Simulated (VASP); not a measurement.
# Cd2Te3 (R-3c) in VASP: notebook

Cd2Te3 is run at these levels: PBE; tasks: single point, relaxation of cell and atoms.

Program: VASP 6.6.1. These are calculated values, not measurements. Logs are shortened: lines on timing, memory, paths and dates and some standing lists are left out, and cuts for length are marked.

**1. The cell of the first run**

It takes space group R-3c (No. 167, trigonal). Conventional cell: a = 7.215 Å, b = 7.215 Å, c = 21.998 Å, α = 90.00°, β = 90.00°, γ = 120.00°. Within 3.9 Å of Cd (site symmetry 3) lie 6 Te at 2.92 to 3.12 Å. Te (site symmetry 2) has 4 Cd at 2.92 to 3.12 Å and 2 Te at 3.43 Å within 3.9 Å.

The cell was generated, and may not be a known phase.

**2. Single point, PBE**

File INCAR:

```
ALGO     = Normal         # electronic algorithm
EDIFF    = 1E-7           # SCF threshold, eV
ENCUT    = 520            # plane-wave cutoff, eV
GGA      = PE             # functional
ISIF     = 2              # what is computed and relaxed
ISMEAR   = 0              # smearing method
LASPH    = T              # aspherical terms in the spheres
LCHARG   = F              # write CHGCAR
LREAL    = F              # projectors in reciprocal space
LWAVE    = F              # write WAVECAR
NBANDS   = 53             # bands
NELM     = 80             # most SCF steps
PREC     = Accurate       # precision mode
SIGMA    = 0.1            # smearing width, eV
```

File KPOINTS:

```
k-points
0
Gamma
  3 3 3
```

File POSCAR:

```
Cd2Te3
1.0
    3.6073571676      2.0827086299      7.3327714166
   -3.6073571676      2.0827086299      7.3327714166
    0.0000000000     -4.1654172655      7.3327714150
Cd Te
4 6
Direct
    0.8597227420      0.8597227420      0.8597227420
    0.6402772580      0.6402772580      0.6402772580
    0.1402772580      0.1402772580      0.1402772580
    0.3597227420      0.3597227420      0.3597227420
    0.0245284039      0.7500000000      0.4754715961
    0.7500000000      0.4754715961      0.0245284039
    0.4754715961      0.0245284039      0.7500000000
    0.9754715961      0.2500000000      0.5245284039
    0.5245284039      0.9754715961      0.2500000000
    0.2500000000      0.5245284039      0.9754715961
```

Potentials or basis: VASP PAW PBE potentials, release 64 (Cd, Te).

On the command line:

```console
$ cat potpaw_PBE.64/Cd/POTCAR potpaw_PBE.64/Te/POTCAR > POTCAR
$ mpirun -np 1 vasp_std > vasp.out
```

OUTCAR:

```text
EDIFF = 1E-7
   ENCUT = 520
   GGA = PE
   ISIF = 2
   ISMEAR = 0
   LASPH = T
   LREAL = F
   NELM = 80
   PREC = Accurate

 ion  position               nearest neighbor table
   1  0.860  0.860  0.860-  10 2.92   9 2.92   8 2.92   7 3.12   6 3.12   5 3.12
   2  0.640  0.640  0.640-   8 2.92   9 2.92  10 2.92   7 3.12   5 3.12   6 3.12
   3  0.140  0.140  0.140-   6 2.92   7 2.92   5 2.92   9 3.12  10 3.12   8 3.12
   4  0.360  0.360  0.360-   5 2.92   7 2.92   6 2.92   9 3.12   8 3.12  10 3.12
   5  0.025  0.750  0.475-   4 2.92   3 2.92   2 3.12   1 3.12   7 3.43   6 3.43
   6  0.750  0.475  0.025-   3 2.92   4 2.92   1 3.12   2 3.12   7 3.43   5 3.43
   7  0.475  0.025  0.750-   3 2.92   4 2.92   1 3.12   2 3.12   5 3.43   6 3.43
   8  0.975  0.250  0.525-   2 2.92   1 2.92   4 3.12   3 3.12   9 3.43  10 3.43
   9  0.525  0.975  0.250-   1 2.92   2 2.92   3 3.12   4 3.12  10 3.43   8 3.43
  10  0.250  0.525  0.975-   1 2.92   2 2.92   3 3.12   4 3.12   9 3.43   8 3.43

  LATTYP: Found a trigonal (rhomboedric) cell.
 ALAT       =     8.4332815452
 COS(alpha) =     0.6340556171

  Lattice vectors:

 A1 = (   3.6073571676,   2.0827086299,   7.3327714166)
 A2 = (  -3.6073571676,   2.0827086299,   7.3327714166)
 A3 = (   0.0000000000,  -4.1654172655,   7.3327714150)

Analysis of symmetry for initial positions (statically):
=====================================================================
 Subroutine PRICEL returns:
 Original cell was already a primitive cell.

 Routine SETGRP: Setting up the symmetry group for a
 trigonal (rhombohedral) supercell.

 Subroutine GETGRP returns: Found 12 space group operations
 (whereof  6 operations were pure point group operations)
 out of a pool of 12 trial point group operations.

The static configuration has the point symmetry S_6 .
 The point group associated with its full space group is D_3d.

Analysis of symmetry for dynamics (positions and initial velocities):
=====================================================================
 Subroutine PRICEL returns:
 Original cell was already a primitive cell.

 Routine SETGRP: Setting up the symmetry group for a
 trigonal (rhombohedral) supercell.

 Subroutine GETGRP returns: Found 12 space group operations
 (whereof  6 operations were pure point group operations)
 out of a pool of 12 trial point group operations.

The dynamic configuration has the point symmetry S_6 .
 The point group associated with its full space group is D_3d.

 Subroutine INISYM returns: Found 12 space group operations
 (whereof  6 operations are pure point group operations),
 and found     1 'primitive' translations

----------------------------------------------------------------------------------------

                                     Primitive cell

  volume of cell :     330.5499

  direct lattice vectors                    reciprocal lattice vectors
     3.607357168  2.082708630  7.332771417     0.138605626  0.080023996  0.045458029
    -3.607357168  2.082708630  7.332771417    -0.138605626  0.080023996  0.045458029
     0.000000000 -4.165417266  7.332771415     0.000000000 -0.160047991  0.045458029

  length of vectors
     8.433281545  8.433281545  8.433281545     0.166378460  0.166378460  0.166378460

  position of ions in fractional coordinates (direct lattice)
     0.859722742  0.859722742  0.859722742
     0.640277258  0.640277258  0.640277258
     0.140277258  0.140277258  0.140277258
     0.359722742  0.359722742  0.359722742
     0.024528404  0.750000000  0.475471596
     0.750000000  0.475471596  0.024528404
     0.475471596  0.024528404  0.750000000
     0.975471596  0.250000000  0.524528404
     0.524528404  0.975471596  0.250000000
     0.250000000  0.524528404  0.975471596

  ion indices of the primitive-cell ions
   primitive index   ion index
                 1           1
                 2           2
                 3           3
                 4           4
                 5           5
                 6           6
                 7           7
                 8           8
                 9           9
                10          10

----------------------------------------------------------------------------------------

 KPOINTS: k-points

Automatic generation of k-mesh.
 Grid dimensions read from file:
 generate k-points for:    3    3    3

 Generating k-lattice:

  Cartesian coordinates                     Fractional coordinates (reciprocal lattice)
     0.046201875  0.026674665  0.015152676     0.333333333  0.000000000  0.000000000
    -0.046201875  0.026674665  0.015152676     0.000000000  0.333333333  0.000000000
     0.000000000 -0.053349330  0.015152676    -0.000000000 -0.000000000  0.333333333

  Length of vectors
     0.055459487  0.055459487  0.055459487

  Shift w.r.t. Gamma in fractional coordinates (k-lattice)
     0.000000000  0.000000000  0.000000000

 Subroutine IBZKPT returns following result:
 ===========================================

 Found      6 irreducible k-points:

 Following reciprocal coordinates:
            Coordinates               Weight
  0.000000  0.000000  0.000000      1.000000
  0.333333  0.000000  0.000000      6.000000
  0.333333  0.333333  0.000000      6.000000
 -0.333333  0.333333  0.000000      6.000000
  0.333333  0.333333  0.333333      2.000000
 -0.333333  0.333333  0.333333      6.000000
   k-points           NKPTS =      6   k-points in BZ     NKDIM =      6   number of bands    NBANDS=     53
   number of dos      NEDOS =    301   number of ions     NIONS =     10
   total plane-waves  NPLWV = 262144
   dimension x,y,z NGX =    64 NGY =   64 NGZ =   64
   dimension x,y,z NGXF=   128 NGYF=  128 NGZF=  128
   ions per type =               4   6
   NGX,Y,Z   is equivalent  to a cutoff of  12.62, 12.62, 12.62 a.u.
   NGXF,Y,Z  is equivalent  to a cutoff of  25.23, 25.23, 25.23 a.u.
 SYSTEM =  unknown system
   PREC   = accura    normal or accurate (medium, high low for compatibility)
   ISTART =      0    job   : 0-new  1-cont  2-samecut
   ICHARG =      2    charge: 1-file 2-atom 10-const
   ISPIN  =      1    spin polarized calculation?
   LNONCOLLINEAR =      F non collinear calculations
   LSORBIT =      F    spin-orbit coupling
   LASPH  =      T    aspherical Exc in radial PAW
   ENCUT  =  520.0 eV  38.22 Ry    6.18 a.u.  15.68 15.68 15.68*2*pi/ulx,y,z
   NELM   =     80;   NELMIN=  2; NELMDL= -5     # of ELM steps
   EDIFF  = 0.1E-06   stopping-criterion for ELM
   LREAL  =      F    real-space projection
   EDIFFG = 0.1E-05   stopping-criterion for IOM
   NSW    =      0    number of steps for IOM
   IBRION =     -1    ionic relax: 0-MD 1-quasi-New 2-CG
   NFREE  =      0    steps in history (QN), initial steepest desc. (CG)
   ISIF   =      2    stress and relaxation
   ISYM   =      2    0-nonsym 1-usesym 2-fastsym
   POTIM  = 0.5000    time-step for ionic-motion
   TEBEG  =    0.0;   TEEND  =   0.0 temperature during run
   PSTRESS=    0.0 pullay stress
   NELECT =      84.0000    total number of electrons
   NUPDOWN=      -1.0000    fix difference up-down
   EMIN   =  10.00;   EMAX   =-10.00  energy-range for DOS
   EFERMI =   0.00;   METHOD = LEGACY
   ISMEAR =     0;   SIGMA  =   0.10  broadening in eV -4-tet -1-fermi 0-gaus
   EFERMI_NEDOS =   21; number of points for ismear=-14 and -15
   IALGO  =     38    algorithm
   IMIX   =      4    mixing-type and parameters
     AMIX     =   0.40;   BMIX     =  1.00
     AMIX_MAG =   1.60;   BMIX_MAG =  1.00
  volume/ion in A,a.u.               =      33.05       223.07
  Fermi-wavevector in a.u.,A,eV,Ry     =   1.036945  1.959541 14.629722  1.075254
  Thomas-Fermi vector in A             =   2.171359
   LORBIT       =      0    0 simple, 1 ext, 2 COOP (PROOUT), +10 PAW based schemes
   GGA     = PE    functional components
   LHFCALC =     F    Hartree Fock is set to
   AEXX    =    0.0000 exact exchange contribution
   IVDW    =     0    specifies the selected vdW correction
   LEPSILON=     F    determine dielectric tensor
   LRPA    =     F    only Hartree local field effects (RPA)
 non-spin polarized calculation
 Gauss-broadening in eV      SIGMA  =   0.10
  energy-cutoff  :      520.00
  volume of cell :      330.55
 maximum number of plane-waves:      8912
   NGX = 31   NGY = 31   NGZ = 31

 number of electron      83.9999994 magnetization

 Free energy of the ion-electron system (eV)
  ---------------------------------------------------
  ext. energy  EPLUGINS =         0.00000000
  ---------------------------------------------------
  free energy    TOTEN  =       -22.48685401 eV

  energy without entropy =      -22.44840541  energy(sigma->0) =      -22.46762971

 E-fermi :   3.2942     XC(G=0):  -8.9302

 val. band max:        3.0706707099   @ k =  -0.3333   0.3333   0.0000
 cond. band min:       3.3186767228   @ k =  -0.3333   0.3333   0.0000
 fundamental gap:      0.2480060129
 Fermi energy:         3.2941623616

 k-point     1 :       0.0000    0.0000    0.0000
  band No.  band energies     occupation
      1      -8.5077      2.00000
      2      -7.8285      2.00000
      3      -7.1645      2.00000
      4      -7.1645      2.00000
      5      -7.1196      2.00000
      6      -7.1196      2.00000
[... 45 lines left out ...]
     52       8.2785      0.00000
     53       8.3109      0.00000

 k-point     2 :       0.3333    0.0000    0.0000
  band No.  band energies     occupation
      1      -8.2901      2.00000
      2      -7.9152      2.00000
      3      -7.2217      2.00000
      4      -7.2115      2.00000
      5      -7.1804      2.00000
      6      -7.1573      2.00000
[... 45 lines left out ...]
     52       8.0535      0.00000
     53       8.3883      0.00000

 k-point     3 :       0.3333    0.3333    0.0000
  band No.  band energies     occupation
      1      -8.2738      2.00000
      2      -7.9071      2.00000
      3      -7.2449      2.00000
      4      -7.2320      2.00000
      5      -7.1874      2.00000
      6      -7.1324      2.00000
[... 45 lines left out ...]
     52       8.3142      0.00000
     53       8.5591      0.00000

 k-point     4 :      -0.3333    0.3333    0.0000
  band No.  band energies     occupation
      1      -8.0522      2.00000
      2      -8.0510      2.00000
      3      -7.2513      2.00000
      4      -7.2336      2.00000
      5      -7.2202      2.00000
      6      -7.2010      2.00000
[... 45 lines left out ...]
     52       7.9139      0.00000
     53       8.0746      0.00000

 k-point     5 :       0.3333    0.3333    0.3333
  band No.  band energies     occupation
      1      -8.3591      2.00000
      2      -8.0225      2.00000
      3      -7.1537      2.00000
      4      -7.1537      2.00000
      5      -7.1312      2.00000
      6      -7.1312      2.00000
[... 45 lines left out ...]
     52       8.1710      0.00000
     53       8.7044      0.00000

 k-point     6 :      -0.3333    0.3333    0.3333
  band No.  band energies     occupation
      1      -8.1088      2.00000
      2      -8.0923      2.00000
      3      -7.2393      2.00000
      4      -7.2339      2.00000
      5      -7.1760      2.00000
      6      -7.1449      2.00000
[... 45 lines left out ...]
     52       8.2934      0.00000
     53       8.5140      0.00000

------------------------ aborting loop because EDIFF is reached ----------------------------------------

  FORCE on cell =-STRESS in cart. coord.  units (eV):
  Direction    XX          YY          ZZ          XY          YZ          ZX
  --------------------------------------------------------------------------------------
  -------------------------------------------------------------------------------------
  Total       -0.3948026     -0.3948026      0.7135654      0.0000000     -0.0000000      0.0000000
  in kB       -1.9136102     -1.9136102      3.4586556      0.0000000     -0.0000000      0.0000000
  external PRESSURE =      -0.1228549 kB  Pullay stress =       0.0000000 kB

 VOLUME and BASIS-vectors are now :
 -----------------------------------------------------------------------------
  energy-cutoff  :      520.00
  volume of cell :      330.55
      direct lattice vectors                 reciprocal lattice vectors
     3.607357168  2.082708630  7.332771417     0.138605626  0.080023996  0.045458029
    -3.607357168  2.082708630  7.332771417    -0.138605626  0.080023996  0.045458029
     0.000000000 -4.165417266  7.332771415     0.000000000 -0.160047991  0.045458029

 POSITION                                       TOTAL-FORCE (eV/Angst)
 -----------------------------------------------------------------------------------
      0.00000     -0.00000     18.91245         0.000000     -0.000000      0.031299
      0.00000     -0.00000     14.08502         0.000000      0.000000     -0.031299
      0.00000     -0.00000      3.08586         0.000000      0.000000     -0.031299
      0.00000     -0.00000      7.91329         0.000000     -0.000000      0.031299
     -2.61704     -0.36742      9.16596         0.008538      0.014788      0.000000
      0.99032      2.45013      9.16596         0.008538     -0.014788     -0.000000
      1.62671     -2.08271      9.16596        -0.017076      0.000000      0.000000
      2.61704      0.36742     12.83235        -0.008538     -0.014788     -0.000000
     -1.62671      2.08271     12.83235         0.017076      0.000000      0.000000
     -0.99032     -2.45013     12.83235        -0.008538      0.014788      0.000000
 -----------------------------------------------------------------------------------
    total drift:                               -0.000000     -0.000000      0.000000

  FREE ENERGIE OF THE ION-ELECTRON SYSTEM (eV)
  ---------------------------------------------------
  free  energy   TOTEN  =       -22.4868540119 eV

  energy  without entropy=      -22.4484054061  energy(sigma->0) =      -22.46762971
```

It took 5.9 min on 1 thread of Intel Xeon 8259CL, shared host; peak memory 0.54 GiB.

Results:

* Free energy: -22.4869 eV
* Pressure: 0.0 GPa
* Largest force: 0.031 eV/Å
* Band gap on the k mesh: zero (bands 42 and 43 overlap by 0.45 eV)

Forces in eV/Å, atoms in the order of the input:
```
Cd   0.000  0.000  0.031
Cd   0.000  0.000 -0.031
Cd   0.000  0.000 -0.031
Cd   0.000  0.000  0.031
Te   0.009  0.015  0.000
Te   0.009 -0.015  0.000
Te  -0.017  0.000  0.000
Te  -0.009 -0.015  0.000
Te   0.017  0.000  0.000
Te  -0.009  0.015  0.000
```

Caveat: semilocal functionals underestimate gaps, and a narrow one can read as zero; spin-orbit coupling is left out, which moves the levels of the heavy elements.

**3. Single point, PBE**

This run uses another cell than the first one, of 27.78 Å³/atom.

File INCAR:

```
SYSTEM = Cd2Te3
ALGO     = Normal         ! electronic algorithm
EDIFF    = 1E-6           ! SCF threshold, eV
ENCUT    = 520            ! plane-wave cutoff, eV
GGA      = PE             ! functional
ISIF     = 2              ! what is computed and relaxed
ISMEAR   = 0              ! smearing method
LASPH    = .TRUE.         ! aspherical terms in the spheres
LCHARG   = .TRUE.         ! write CHGCAR
LELF     = .TRUE.         ! ELF
LREAL    = .FALSE.        ! projectors in reciprocal space
LVHAR    = .TRUE.       
LWAVE    = .FALSE.        ! write WAVECAR
NBANDS   = 53             ! bands
NELM     = 80             ! most SCF steps
PREC     = Accurate       ! precision mode
SIGMA    = 0.1            ! smearing width, eV
```

File KPOINTS:

```
k-points
0
G
  3 3 3
  0 0 0
```

File POSCAR:

```
Cd2Te3
1.0
    3.5517806700      2.0506215200      6.3576584500
   -3.5517806700      2.0506215200      6.3576584500
    0.0000000000     -4.1012430500      6.3576584500
Cd Te
4 6
Direct
    0.8547219000      0.8547219000      0.8547219000
    0.6452781000      0.6452781000      0.6452781000
    0.1452781000      0.1452781000      0.1452781000
    0.3547219000      0.3547219000      0.3547219000
    0.0491437300      0.7500000000      0.4508562700
    0.7500000000      0.4508562700      0.0491437300
    0.4508562700      0.0491437300      0.7500000000
    0.9508562700      0.2500000000      0.5491437300
    0.5491437300      0.9508562700      0.2500000000
    0.2500000000      0.5491437300      0.9508562700
```

Potentials or basis: VASP PAW PBE potentials, release 64 (Cd, Te).

On the command line:

```console
$ cat potpaw_PBE.64/Cd/POTCAR potpaw_PBE.64/Te/POTCAR > POTCAR
$ mpirun -np 1 vasp_std > vasp.out
```

Run time: 3.8 min. Hardware: 1 thread of Intel Xeon 8259CL, shared host; peak memory 0.44 GiB.

Results (log left out):

```
Free energy            : -20.9357 eV
Pressure               : 9.5 GPa
Largest force          : 0.173 eV/Å
Band gap on the k mesh : zero (bands 42 and 43 overlap by 0.35 eV)
```

Forces in eV/Å, atoms in the order of the input:
```
Cd   0.000  0.000  0.079
Cd   0.000  0.000 -0.079
Cd   0.000  0.000 -0.079
Cd   0.000  0.000  0.079
Te  -0.087 -0.150  0.000
Te  -0.087  0.150  0.000
Te   0.173  0.000  0.000
Te   0.087  0.150  0.000
Te  -0.173  0.000  0.000
Te   0.087 -0.150  0.000
```

Levels at points of the mesh, in eV from the Fermi level:
```
           k point  band 39  band 40  band 41  band 42  band 43  band 44  band 45  band 46
(0.00, 0.00, 0.00)    -0.33    -0.05     0.26     0.26     0.42     0.42     1.70     2.62
```

Caveat: the cell stands under pressure; semilocal functionals underestimate gaps, and a narrow one can read as zero; spin-orbit coupling is left out, which moves the levels of the heavy elements.

[end of part 1 of 2]

The gap in the log of VASP goes by the Fermi energy; the results here count the filled bands.